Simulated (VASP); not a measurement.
## Be2S5: relaxation of cell and atoms with PBE

Crystal: Be2S5.

```
Be S
1.0
     2.54500   -2.54500    0.00000
     2.54500    2.54500    0.00000
     0.00000    0.00000    9.70000
Be S
2 5
Direct
  0.50000 0.00000 0.11100
  0.00000 0.50000 0.88900
  0.50000 0.50000 0.77700
  0.22700 0.57700 0.59300
  0.50000 0.50000 0.22300
  0.42300 0.77300 0.40700
  0.00000 0.00000 0.00000
```

```json
{"Program": "VASP 6.6.1", "Task": "relaxation of cell and atoms", "Functional": "PBE", "Potentials or basis": "VASP PAW PBE potentials, release 64 (Be, S)", "Cutoff": "600 eV", "k mesh": "5 × 5 × 2", "Occupations": "gaussian, width 0.2 eV", "Spin": "no spin polarisation", "Dipole correction": "no", "Further INCAR settings": "ALGO = Normal; EDIFF = 1e-07; IBRION = 2; EDIFFG = -0.08; NSW = 36; ISIF = 3"}
```

```yaml
Relaxed_volume: 17.33 Å³/atom
Relaxed_cell: a = 3.594 Å, b = 3.594 Å, c = 9.477 Å, α = 93.68°, β = 93.68°, γ = 84.33°
Space_group_after_relaxing_to_0.1_Å: C2 (No. 5)
Energy_gained_by_relaxing: 147.6 meV/atom
Ionic_steps: 23
Pressure_after_relaxing: -0.1 GPa
Largest_force_after_relaxing: 0.068 eV/Å
Band_gap_on_the_k_mesh: 1.19 eV (least direct gap 1.45 eV)
```

Forces in eV/Å, atoms in the order of the input:
```
Be   0.030 -0.045 -0.012
Be  -0.030 -0.045  0.012
S    0.006  0.066 -0.012
S   -0.021  0.005 -0.012
S   -0.006  0.066  0.012
S    0.021  0.005  0.012
S    0.000 -0.052  0.000
```

Stress tensor (GPa, compression positive):
```
 0.02  0.00  0.13
 0.00 -0.04  0.00
 0.13  0.00 -0.21
```

The path:
```
step  energy change (eV)  largest force (eV/Å)  pressure (GPa)  volume (Å³)
   1              0.0000                2.3296            3.79       125.65
   2             -0.3888                0.5754           -0.53       133.52
   3             -0.3900                0.5456           -0.40       133.04
   4             -0.4468                0.4737           -0.26       132.72
   5             -0.5217                1.2438            0.39       131.68
   6             -0.5461                0.9844            0.04       131.67
   7             -0.5895                0.5664           -0.89       131.60
   8             -0.5555                0.9384           -2.36       131.37
   9             -0.5945                0.5713           -1.37       131.55
  10             -0.6251                0.5597           -1.30       130.79
  11             -0.7055                0.5379           -1.09       128.53
  12             -0.7912                0.6102           -0.64       124.03
  13             -0.8668                0.5106            0.74       122.21
  14             -0.8710                0.7980            1.19       121.69
  15             -0.9334                0.5082            0.40       121.98
  16             -0.9641                0.3418           -0.64       122.37
  17             -0.9958                0.2686           -0.28       121.34
  18             -1.0065                0.3933            0.13       120.31
  19             -1.0203                0.1960            0.70       120.04
  20             -1.0204                0.1926            0.74       120.02
  21             -1.0294                0.1282           -0.20       121.38
  22             -1.0294                0.1295           -0.21       121.40
  23             -1.0331                0.0678           -0.08       121.32
```

Final structure:
```
Be S
1.0
     2.66137   -2.41232   -0.10578
     2.66137    2.41232   -0.10578
    -0.44591    0.00000    9.46651
Be S
2 5
Direct
  0.50757 0.00510 0.12641
  0.99490 0.49243 0.87359
  0.48160 0.37095 0.75587
  0.15283 0.60604 0.57225
  0.62905 0.51840 0.24413
  0.39396 0.84717 0.42775
  0.99009 0.00991 0.00000
```

Levels at points of the mesh, in eV from the valence-band top:
```
           k point  band 14  band 15  band 16  band 17  band 18  band 19  band 20  band 21
(0.00, 0.00, 0.00)    -1.55    -1.40    -0.66    -0.37     1.50     2.61     3.15     3.57
(0.00, 0.00, 0.50)    -1.52    -0.90    -0.56    -0.25     1.19     2.48     3.03     4.27
```

Wall time 27 min on 1 thread of Intel Xeon 8259CL, with other jobs on the host, peak memory 0.28 GiB.

Caveat: the relaxation stopped at a loose force limit of 0.08 eV/Å, so its end isn't a converged minimum. A k mesh can miss the band edges.
